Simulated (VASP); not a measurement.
# KAl4Zn (F-43m) in VASP: further runs

KAl4Zn is run at these levels: PBE; tasks: single point, relaxation of cell and atoms.

Program: VASP 6.6.1. These are calculated values, not measurements. Logs are shortened: lines on timing, memory, paths and dates and some standing lists are left out, and cuts for length are marked.

## Step 1: The cell of the first run

Symmetry: F-43m, No. 216, cubic system. The conventional cell has a = 8.027 Å, b = 8.027 Å, c = 8.027 Å, α = 90.00°, β = 90.00°, γ = 90.00°. K (site symmetry -43m) has 12 Al at 3.33 Å and 4 Zn at 3.48 Å within 4.4 Å. Al (site symmetry 3m) has 6 Al at 2.83 to 2.84 Å and 3 K at 3.33 Å and 3 Zn at 3.33 Å within 3.7 Å. Zn (site symmetry -43m) has 12 Al at 3.33 Å and 4 K at 3.48 Å within 4.4 Å.

## Step 2: Single point, PBE

Contents of INCAR:

```
SYSTEM = KAl4Zn
ALGO     = Normal         ! electronic algorithm
EDIFF    = 1E-7           ! SCF threshold, eV
ENCUT    = 520            ! plane-wave cutoff, eV
GGA      = PE             ! functional
ISIF     = 2              ! what is computed and relaxed
ISMEAR   = 0              ! smearing method
LASPH    = .True.         ! aspherical terms in the spheres
LCHARG   = .False.        ! write CHGCAR
LREAL    = .False.        ! projectors in reciprocal space
LWAVE    = .False.        ! write WAVECAR
NBANDS   = 26             ! bands
NELM     = 100            ! most SCF steps
PREC     = Accurate       ! precision mode
SIGMA    = 0.1            ! smearing width, eV
```

Contents of KPOINTS:

```
k-points
0
Gamma
  8 8 8
  0 0 0
```

Contents of POSCAR:

```
KAl4Zn
1.0
    0.0000000000      4.0136886359      4.0136886359
    4.0136886359      0.0000000000      4.0136886359
    4.0136886359      4.0136886359      0.0000000000
K Al Zn
1 4 1
Direct
    0.7500000000      0.7500000000      0.7500000000
    0.8743943038      0.3752018987      0.3752018987
    0.3752018987      0.3752018987      0.3752018987
    0.3752018987      0.8743943038      0.3752018987
    0.3752018987      0.3752018987      0.8743943038
    0.0000000000      0.0000000000      0.0000000000
```

Potentials or basis: VASP PAW PBE potentials, release 64 (K_sv, Al, Zn).

Run with:

```console
cat potpaw_PBE.64/K_sv/POTCAR potpaw_PBE.64/Al/POTCAR potpaw_PBE.64/Zn/POTCAR > POTCAR
mpirun -np 1 vasp_std > vasp.out
```

OUTCAR:

```text
SYSTEM = KAl4Zn
   EDIFF = 1E-7
   ENCUT = 520
   GGA = PE
   ISIF = 2
   ISMEAR = 0
   LASPH = .True.
   LREAL = .False.
   NELM = 100
   PREC = Accurate

 ion  position               nearest neighbor table
   1  0.750  0.750  0.750-   4 3.33   5 3.33   2 3.33   5 3.33   2 3.33   4 3.33   3 3.33   3 3.33
                             3 3.33   2 3.33   4 3.33   5 3.33
   2  0.874  0.375  0.375-   3 2.83   4 2.83   5 2.83   3 2.84   5 2.84   4 2.84   1 3.33   1 3.33
                             1 3.33
   3  0.375  0.375  0.375-   2 2.83   4 2.83   5 2.83   5 2.84   4 2.84   2 2.84   1 3.33   1 3.33
                             1 3.33
   4  0.375  0.874  0.375-   2 2.83   3 2.83   5 2.83   5 2.84   3 2.84   2 2.84   1 3.33   1 3.33
                             1 3.33
   5  0.375  0.375  0.874-   2 2.83   3 2.83   4 2.83   3 2.84   4 2.84   2 2.84   1 3.33   1 3.33
                             1 3.33
   6  0.000  0.000  0.000-

  LATTYP: Found a face centered cubic cell.
 ALAT       =     8.0273772718

  Lattice vectors:

 A1 = (   0.0000000000,   4.0136886359,   4.0136886359)
 A2 = (   4.0136886359,   0.0000000000,   4.0136886359)
 A3 = (   4.0136886359,   4.0136886359,   0.0000000000)

Analysis of symmetry for initial positions (statically):
=====================================================================
 Subroutine PRICEL returns:
 Original cell was already a primitive cell.

 Routine SETGRP: Setting up the symmetry group for a
 face centered cubic supercell.

 Subroutine GETGRP returns: Found 24 space group operations
 (whereof 24 operations were pure point group operations)
 out of a pool of 48 trial point group operations.

The static configuration has the point symmetry T_d .

Analysis of symmetry for dynamics (positions and initial velocities):
=====================================================================
 Subroutine PRICEL returns:
 Original cell was already a primitive cell.

 Routine SETGRP: Setting up the symmetry group for a
 face centered cubic supercell.

 Subroutine GETGRP returns: Found 24 space group operations
 (whereof 24 operations were pure point group operations)
 out of a pool of 48 trial point group operations.

The dynamic configuration has the point symmetry T_d .

 Subroutine INISYM returns: Found 24 space group operations
 (whereof 24 operations are pure point group operations),
 and found     1 'primitive' translations

----------------------------------------------------------------------------------------

[... 99 lines left out ...]
   NELM   =    100;   NELMIN=  2; NELMDL= -5     # of ELM steps
   EDIFF  = 0.1E-06   stopping-criterion for ELM
   LREAL  =      F    real-space projection
   EDIFFG = 0.1E-05   stopping-criterion for IOM
   NSW    =      0    number of steps for IOM
   IBRION =     -1    ionic relax: 0-MD 1-quasi-New 2-CG
   NFREE  =      0    steps in history (QN), initial steepest desc. (CG)
   ISIF   =      2    stress and relaxation
   ISYM   =      2    0-nonsym 1-usesym 2-fastsym
   POTIM  = 0.5000    time-step for ionic-motion
   TEBEG  =    0.0;   TEEND  =   0.0 temperature during run
   PSTRESS=    0.0 pullay stress
   NELECT =      33.0000    total number of electrons
   NUPDOWN=      -1.0000    fix difference up-down
   EMIN   =  10.00;   EMAX   =-10.00  energy-range for DOS
   EFERMI =   0.00;   METHOD = LEGACY
   ISMEAR =     0;   SIGMA  =   0.10  broadening in eV -4-tet -1-fermi 0-gaus
   EFERMI_NEDOS =   21; number of points for ismear=-14 and -15
   IALGO  =     38    algorithm
   IMIX   =      4    mixing-type and parameters
     AMIX     =   0.40;   BMIX     =  1.00
     AMIX_MAG =   1.60;   BMIX_MAG =  1.00
  volume/ion in A,a.u.               =      21.55       145.45
  Fermi-wavevector in a.u.,A,eV,Ry     =   1.038387  1.962266 14.670441  1.078247
  Thomas-Fermi vector in A             =   2.172869
   LORBIT       =      0    0 simple, 1 ext, 2 COOP (PROOUT), +10 PAW based schemes
   GGA     = PE    functional components
   LHFCALC =     F    Hartree Fock is set to
   AEXX    =    0.0000 exact exchange contribution
   IVDW    =     0    specifies the selected vdW correction
   LEPSILON=     F    determine dielectric tensor
   LRPA    =     F    only Hartree local field effects (RPA)
 non-spin polarized calculation
 Gauss-broadening in eV      SIGMA  =   0.10
  energy-cutoff  :      520.00
  volume of cell :      129.32
 maximum number of plane-waves:      3511
   NGX = 21   NGY = 21   NGZ = 21

 number of electron      33.0000017 magnetization

 Free energy of the ion-electron system (eV)
  ---------------------------------------------------
  ext. energy  EPLUGINS =         0.00000000
  ---------------------------------------------------
  free energy    TOTEN  =       -15.52036283 eV

  energy without entropy =      -15.50202275  energy(sigma->0) =      -15.51119279

 E-fermi :   4.2498     XC(G=0):  -9.3642

 val. band max:        4.2367692735   @ k =  -0.3750   0.1250   0.0000
 cond. band min:       4.2580437085   @ k =   0.2500   0.2500   0.0000
 fundamental gap:      0.0212744350
 Fermi energy:         4.2498417299

 k-point     1 :       0.0000    0.0000    0.0000
  band No.  band energies     occupation
      1     -25.9381      2.00000
      2      -9.5689      2.00000
      3      -9.5689      2.00000
      4      -9.5689      2.00000
      5      -4.6152      2.00000
      6      -2.5663      2.00000
[... 685 lines left out ...]
     25       9.6098      0.00000
     26       9.8409      0.00000

 [... further k-points ...]
[... 5 lines left out ...]
  --------------------------------------------------------------------------------------
  -------------------------------------------------------------------------------------
  Total        0.0333517      0.0333517      0.0333517      0.0000000      0.0000000      0.0000000
  in kB        0.4132063      0.4132063      0.4132063      0.0000000      0.0000000      0.0000000
  external PRESSURE =       0.4132063 kB  Pullay stress =       0.0000000 kB

 VOLUME and BASIS-vectors are now :
 -----------------------------------------------------------------------------
  energy-cutoff  :      520.00
  volume of cell :      129.32
      direct lattice vectors                 reciprocal lattice vectors
     0.000000000  4.013688636  4.013688636    -0.124573689  0.124573689  0.124573689
     4.013688636  0.000000000  4.013688636     0.124573689 -0.124573689  0.124573689
     4.013688636  4.013688636  0.000000000     0.124573689  0.124573689 -0.124573689

 POSITION                                       TOTAL-FORCE (eV/Angst)
 -----------------------------------------------------------------------------------
      6.02053      6.02053      6.02053         0.000000      0.000000     -0.000000
      3.01189      5.01549      5.01549        -0.001357      0.001357      0.001357
      3.01189      3.01189      3.01189        -0.001357     -0.001357     -0.001357
      5.01549      3.01189      5.01549         0.001357     -0.001357      0.001357
      5.01549      5.01549      3.01189         0.001357      0.001357     -0.001357
      0.00000      0.00000      0.00000        -0.000000      0.000000     -0.000000
 -----------------------------------------------------------------------------------
    total drift:                               -0.000000     -0.000000     -0.000000

  FREE ENERGIE OF THE ION-ELECTRON SYSTEM (eV)
  ---------------------------------------------------
  free  energy   TOTEN  =       -15.5203628340 eV

  energy  without entropy=      -15.5020227512  energy(sigma->0) =      -15.51119279
```

OSZICAR:

```text
N       E                     dE             d eps       ncg     rms          rms(c)
DAV:   1     0.162639868224E+03    0.16264E+03   -0.13523E+04  1508   0.116E+03
DAV:   2    -0.305149172270E+01   -0.16569E+03   -0.15566E+03  1596   0.276E+02
DAV:   3    -0.153157029608E+02   -0.12264E+02   -0.12015E+02  2178   0.685E+01
DAV:   4    -0.160561535107E+02   -0.74045E+00   -0.73798E+00  2378   0.107E+01
DAV:   5    -0.160668748509E+02   -0.10721E-01   -0.10719E-01  2032   0.133E+00    0.762E+00
DAV:   6    -0.155739128997E+02    0.49296E+00   -0.14296E+00  1760   0.190E+01    0.501E+00
DAV:   7    -0.155269709526E+02    0.46942E-01   -0.37367E-01  1924   0.511E+00    0.246E+00
DAV:   8    -0.155215326258E+02    0.54383E-02   -0.26120E-02  2250   0.126E+00    0.665E-01
DAV:   9    -0.155203633970E+02    0.11692E-02   -0.47353E-03  1678   0.400E-01    0.136E-01
DAV:  10    -0.155203646772E+02   -0.12802E-05   -0.44665E-04  2140   0.171E-01    0.835E-02
DAV:  11    -0.155203661567E+02   -0.14795E-05   -0.68369E-05  1942   0.870E-02    0.114E-02
DAV:  12    -0.155203627988E+02    0.33579E-05   -0.12339E-05  1928   0.329E-02    0.638E-03
DAV:  13    -0.155203629509E+02   -0.15206E-06   -0.13149E-06  1882   0.555E-03    0.342E-03
DAV:  14    -0.155203628496E+02    0.10131E-06   -0.13451E-07  1306   0.203E-03    0.731E-04
DAV:  15    -0.155203628340E+02    0.15538E-07   -0.64453E-08   934   0.292E-03
   1 F= -.15520363E+02 E0= -.15511193E+02  d E =-.183401E-01
```

Wall time 68 s (1 thread of AMD EPYC 9R45 (Zen 5), shared host); peak memory 0.28 GiB.

What came out:

| Item | Value |
| --- | --- |
| Free energy | -15.5204 eV |
| Pressure | 0.0 GPa |

Forces in eV/Å, atoms in the order of the input:
```
K    0.000  0.000  0.000
Al  -0.001  0.001  0.001
Al  -0.001 -0.001 -0.001
Al   0.001 -0.001  0.001
Al   0.001  0.001 -0.001
Zn   0.000  0.000  0.000
```

Levels at points of the mesh, in eV from the Fermi level:
| k point | band 13 | band 14 | band 15 | band 16 | band 17 | band 18 | band 19 | band 20 | band 21 | band 22 |
| --- | --- | --- | --- | --- | --- | --- | --- | --- | --- | --- |
| (0.00, 0.00, 0.00) | -2.32 | -2.32 | -1.70 | -1.66 | -1.66 | -1.66 | 0.03 | 0.03 | 2.54 | 2.54 |
| (0.50, 0.00, 0.00) | -3.02 | -3.02 | -1.30 | -1.30 | -0.52 | 1.52 | 1.52 | 1.79 | 2.81 | 2.81 |
| (0.50, 0.50, 0.00) | -3.76 | -3.76 | -2.16 | 1.46 | 1.74 | 1.79 | 1.79 | 2.38 | 2.45 | 3.57 |

## Step 3: Relaxation of cell and atoms, PBE

Contents of INCAR:

```
PREC = Accurate ; ENCUT = 600
EDIFF = 1E-6 ; ISMEAR = 0
SIGMA = 0.1 ; LREAL = F
LASPH = T ; NELM = 100
ALGO = Normal ; ISIF = 3
LWAVE = F ; LCHARG = F
GGA = PE ; IBRION = 2
NSW = 100 ; EDIFFG = -0.01
```

Contents of KPOINTS:

```
Automatic mesh
0
Gamma
  8 8 8
```

POSCAR is that of step 2.

Potentials or basis: VASP PAW PBE potentials, release 64 (K_sv, Al, Zn).

Run with:

```console
cat potpaw_PBE.64/K_sv/POTCAR potpaw_PBE.64/Al/POTCAR potpaw_PBE.64/Zn/POTCAR > POTCAR
mpirun -np 1 vasp_std > vasp.out
```

It took 65 s on 1 thread of AMD EPYC 9R45 (Zen 5), shared host; peak memory 0.35 GiB.

Results (log left out):

```
Free energy             : -15.5202 eV
Pressure after relaxing : 0.0 GPa
```

Forces in eV/Å, atoms in the order of the input:
```
K    0.000  0.000  0.000
Al  -0.001  0.001  0.001
Al  -0.001 -0.001 -0.001
Al   0.001 -0.001  0.001
Al   0.001  0.001 -0.001
Zn   0.000  0.000  0.000
```

Final structure:
```
CELL_PARAMETERS angstrom
0.00000 4.01369 4.01369
4.01369 0.00000 4.01369
4.01369 4.01369 0.00000
ATOMIC_POSITIONS crystal
K 0.75000 0.75000 0.75000
Al 0.87439 0.37520 0.37520
Al 0.37520 0.37520 0.37520
Al 0.37520 0.87439 0.37520
Al 0.37520 0.37520 0.87439
Zn 0.00000 0.00000 0.00000
```

Levels at points of the mesh, in eV from the Fermi level:
```csv
k point,band 15,band 16,band 17,band 18,band 19,band 20
"(0.00, 0.00, 0.00)",-1.70,-1.66,-1.66,-1.66,0.03,0.03
"(0.50, 0.00, 0.00)",-1.30,-1.30,-0.52,1.52,1.52,1.79
"(0.50, 0.50, 0.00)",-2.16,1.46,1.74,1.79,1.79,2.38
```

Caveat: the relaxation stopped at its first step, so nothing moved.
